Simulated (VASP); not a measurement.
# HC4 (Diamond) in VASP: single point with PBE+D3(BJ)

Aim: the single point of HC4 (Diamond) with PBE+D3(BJ).

All numbers are computed with VASP 6.6.1; they aren't measurements. Logs are shortened: lines on timing, memory, paths and dates and some standing lists are left out, and cuts for length are marked.

## Step 1: The cell of the first run

The cell holds a slab with vacuum, 10 atoms: a = 2.515 Å, b = 2.515 Å, c = 26.814 Å, α = 90.00°, β = 90.00°, γ = 120.00°.

## Step 2: Single point, PBE+D3(BJ), collinear spin

INCAR reads:

```
PREC = Accurate
ENCUT = 520
EDIFF = 1E-6
ISMEAR = 0
SIGMA = 0.05
LREAL = F
LASPH = T
NELM = 150
ALGO = Normal
ISIF = 2
LWAVE = F
LCHARG = F
ISPIN = 2
MAGMOM = 0 1 0 0 0 0 0 0 0 0
LORBIT = 11
LDIPOL = T
IDIPOL = 3
DIPOL = 0.5 0.5 0.495
GGA = PE
IVDW = 12
NBANDS = 32
```

KPOINTS reads:

```
Automatic mesh
0
Gamma
  12 12 1
```

POSCAR reads:

```
HC4
1.0
    2.5150999885      0.0000000000      0.0000000000
   -1.2575499942      2.1781404831      0.0000000000
    0.0000000000      0.0000000000     26.8141042591
H C
2 8
Direct
    0.0000000000      0.0000000000      0.3169973502
    0.3333333333      0.6666666667      0.5809962669
    0.0000000000      0.0000000000      0.3595122891
    0.6666666667      0.3333333333      0.3786586543
    0.6666666667      0.3333333333      0.4360977502
    0.3333333333      0.6666666667      0.4552441155
    0.3333333333      0.6666666667      0.5139985412
    0.0000000000      0.0000000000      0.5316969448
    0.0000000000      0.0000000000      0.6865369608
    0.6666666667      0.3333333333      0.6865327624
```

Potentials or basis: VASP PAW PBE potentials, release 64 (H, C).

On the command line:

```sh
$ cat potpaw_PBE.64/H/POTCAR potpaw_PBE.64/C/POTCAR > POTCAR
$ mpirun -np 1 vasp_std > vasp.out
```

OUTCAR:

```text
PREC = Accurate
   ENCUT = 520
   EDIFF = 1E-6
   ISMEAR = 0
   LREAL = F
   LASPH = T
   NELM = 150
   ISIF = 2
   ISPIN = 2
   LORBIT = 11
   GGA = PE
   IVDW = 12
 IVDW          = 12

 ion  position               nearest neighbor table
   1  0.000  0.000  0.317-   3 1.14
   2  0.333  0.667  0.581-
   3  0.000  0.000  0.360-   1 1.14   4 1.54   4 1.54   4 1.54
   4  0.667  0.333  0.379-   3 1.54   3 1.54   3 1.54   5 1.54
   5  0.667  0.333  0.436-   6 1.54   6 1.54   4 1.54   6 1.54
   6  0.333  0.667  0.455-   5 1.54   5 1.54   5 1.54   7 1.58
   7  0.333  0.667  0.514-   8 1.53   8 1.53   8 1.53   6 1.58
   8  0.000  0.000  0.532-   7 1.53   7 1.53   7 1.53
   9  0.000  0.000  0.687-  10 1.45  10 1.45  10 1.45
  10  0.667  0.333  0.687-   9 1.45   9 1.45   9 1.45

  LATTYP: Found a hexagonal cell.
 ALAT       =     2.5150999885
 C/A-ratio  =    10.6612478159

  Lattice vectors:

 A1 = (   2.5150999885,   0.0000000000,   0.0000000000)
 A2 = (  -1.2575499942,   2.1781404831,   0.0000000000)
 A3 = (   0.0000000000,   0.0000000000,  26.8141042591)

Analysis of symmetry for initial positions (statically):
=====================================================================
 Subroutine PRICEL returns:
 Original cell was already a primitive cell.

 Routine SETGRP: Setting up the symmetry group for a
 hexagonal supercell.

 Subroutine GETGRP returns: Found  6 space group operations
 (whereof  6 operations were pure point group operations)
 out of a pool of 24 trial point group operations.

The static configuration has the point symmetry C_3v.

Analysis of symmetry for dynamics (positions and initial velocities):
=====================================================================
 Subroutine PRICEL returns:
 Original cell was already a primitive cell.

 Routine SETGRP: Setting up the symmetry group for a
 hexagonal supercell.

 Subroutine GETGRP returns: Found  6 space group operations
 (whereof  6 operations were pure point group operations)
 out of a pool of 24 trial point group operations.

The dynamic configuration has the point symmetry C_3v.

Analysis of structural, dynamic, and magnetic symmetry:
=====================================================================
 Subroutine PRICEL returns:
 Original cell was already a primitive cell.

 Routine SETGRP: Setting up the symmetry group for a
 hexagonal supercell.

 Subroutine GETGRP returns: Found  6 space group operations
 (whereof  6 operations were pure point group operations)
[... 171 lines left out ...]

 spin component 1

 k-point     1 :       0.0000    0.0000    0.0000
  band No.  band energies     occupation
      1     -20.5600      1.00000
      2     -18.9950      1.00000
      3     -18.2967      1.00000
      4     -16.7419      1.00000
      5     -11.6729      1.00000
      6      -8.3609      1.00000
[... 597 lines left out ...]
     28      12.6617      0.00000
     29      13.1829      0.00000
 Fermi energy:         0.7495862883

 spin component 2

 k-point     1 :       0.0000    0.0000    0.0000
  band No.  band energies     occupation
      1     -20.5600      1.00000
      2     -18.9950      1.00000
      3     -18.2967      1.00000
      4     -16.7419      1.00000
      5     -11.6729      1.00000
      6      -8.3609      1.00000
[... 597 lines left out ...]
     28      12.6614      0.00000
     29      13.1888      0.00000
 [bands above 29 left out]

------------------------ aborting loop because EDIFF is reached ----------------------------------------

 vacuum level on the upper side and lower side of the slab       (xc-potential included)         0.615        -0.838

 Edisp (eV)   -1.34880

 E8    (eV) :    -0.3825

  FORCE on cell =-STRESS in cart. coord.  units (eV):
  Direction    XX          YY          ZZ          XY          YZ          ZX
  --------------------------------------------------------------------------------------
  -------------------------------------------------------------------------------------
  Total      -4.26450    -4.26450    -1.48557    -0.00000    -0.00000    -0.00000
  in kB     -46.51300   -46.51300   -16.20315    -0.00000    -0.00000    -0.00000
  external pressure =      -36.41 kB  Pullay stress =        0.00 kB

 VOLUME and BASIS-vectors are now :
 -----------------------------------------------------------------------------
  energy-cutoff  :      520.00
  volume of cell :      146.89
      direct lattice vectors                 reciprocal lattice vectors
     2.515099988  0.000000000  0.000000000     0.397598507  0.229553605  0.000000000
    -1.257549994  2.178140483  0.000000000     0.000000000  0.459107210  0.000000000
     0.000000000  0.000000000 26.814104259     0.000000000  0.000000000  0.037293806

 POSITION                                       TOTAL-FORCE (eV/Angst)
 -----------------------------------------------------------------------------------
      0.00000      0.00000      8.50000        -0.000000      0.000000      0.911130
     -0.00000      1.45209     15.57889        -0.000000      0.000000      0.000625
      0.00000      0.00000      9.64000        -0.000000      0.000000      0.026687
      1.25755      0.72605     10.15339        -0.000000      0.000000     -1.033171
      1.25755      0.72605     11.69357        -0.000000      0.000000      0.288978
     -0.00000      1.45209     12.20696        -0.000000     -0.000000     -0.214472
     -0.00000      1.45209     13.78241         0.000000      0.000000     -0.017364
      0.00000      0.00000     14.25698        -0.000000      0.000000      0.034092
      0.00000      0.00000     18.40887         0.000000     -0.000000      0.002105
      1.25755      0.72605     18.40876        -0.000000      0.000000      0.001391
 -----------------------------------------------------------------------------------
    total drift:                               -0.000002      0.000001      0.000037

  FREE ENERGIE OF THE ION-ELECTRON SYSTEM (eV)
  ---------------------------------------------------
  free  energy   TOTEN  =       -77.9502284792 eV

  energy  without entropy=      -77.9494536691  energy(sigma->0) =      -77.94984107

 vacuum level on the upper side and lower side of the slab         5.081         3.576

 total charge

# of ion       s       p       d       tot
------------------------------------------
    1        0.622   0.036   0.000   0.658
    2        0.335   0.012   0.000   0.346
    3        0.835   1.740   0.000   2.575
    4        0.828   1.747   0.000   2.575
    5        0.831   1.753   0.000   2.584
    6        0.834   1.737   0.000   2.572
    7        0.832   1.728   0.000   2.560
    8        0.839   1.638   0.000   2.477
    9        0.850   1.727   0.000   2.577
   10        0.849   1.729   0.000   2.578
--------------------------------------------------
tot          7.655  13.847   0.000  21.502

 magnetization (x)

# of ion       s       p       d       tot
------------------------------------------
    1       -0.000  -0.000   0.000  -0.000
    2        0.000   0.000   0.000   0.000
    3       -0.000  -0.000   0.000  -0.000
    4       -0.000  -0.000   0.000  -0.000
    5       -0.000  -0.000   0.000  -0.000
    6        0.000   0.000   0.000   0.000
    7        0.000  -0.000   0.000  -0.000
    8       -0.000  -0.000   0.000  -0.000
    9       -0.000  -0.000   0.000  -0.000
   10        0.000   0.000   0.000   0.000
--------------------------------------------------
tot          0.000  -0.000   0.000  -0.000
```

Wall time 4.3 min (1 thread of Intel Xeon Platinum 8559C (Emerald Rapids), shared host); peak memory 0.4 GiB.

What came out:

```yaml
Free_energy: -77.9502 eV
Largest_force: 1.033 eV/Å
Band_gap_on_the_k_mesh: 0.01 eV, direct
Net_moment: 0.00 μB per cell
Valence_electrons_inside_the_program's_atomic_spheres: H 0.66, 0.35; C 2.58, 2.57, 2.56, 2.48
Dispersion_energy_per_atom: -0.135 eV
```

Forces on the atoms (eV/Å):
```
H    0.000  0.000  0.911
H    0.000  0.000  0.001
C    0.000  0.000  0.027
C    0.000  0.000 -1.033
C    0.000  0.000  0.289
C    0.000  0.000 -0.214
C    0.000  0.000 -0.017
C    0.000  0.000  0.034
C    0.000  0.000  0.002
C    0.000  0.000  0.001
```

Levels at points of the mesh, in eV from the valence-band top:
Spin up:
| k point | band 13 | band 14 | band 15 | band 16 | band 17 | band 18 | band 19 | band 20 | band 21 | band 22 |
| --- | --- | --- | --- | --- | --- | --- | --- | --- | --- | --- |
| (0.00, 0.00, 0.00) | -2.35 | -1.88 | -1.88 | -0.81 | -0.81 | 1.94 | 2.81 | 3.52 | 3.97 | 4.73 |
| (0.50, 0.00, 0.00) | -5.07 | -4.71 | -3.76 | -2.26 | -1.34 | 0.22 | 1.81 | 4.92 | 5.65 | 6.27 |
Spin down:
| k point | band 13 | band 14 | band 15 | band 16 | band 17 | band 18 | band 19 | band 20 | band 21 | band 22 |
| --- | --- | --- | --- | --- | --- | --- | --- | --- | --- | --- |
| (0.00, 0.00, 0.00) | -2.35 | -1.88 | -1.88 | -0.81 | -0.81 | 1.95 | 2.82 | 3.59 | 3.96 | 4.75 |
| (0.50, 0.00, 0.00) | -5.07 | -4.71 | -3.76 | -2.26 | -1.34 | 0.22 | 1.81 | 4.92 | 5.65 | 6.27 |
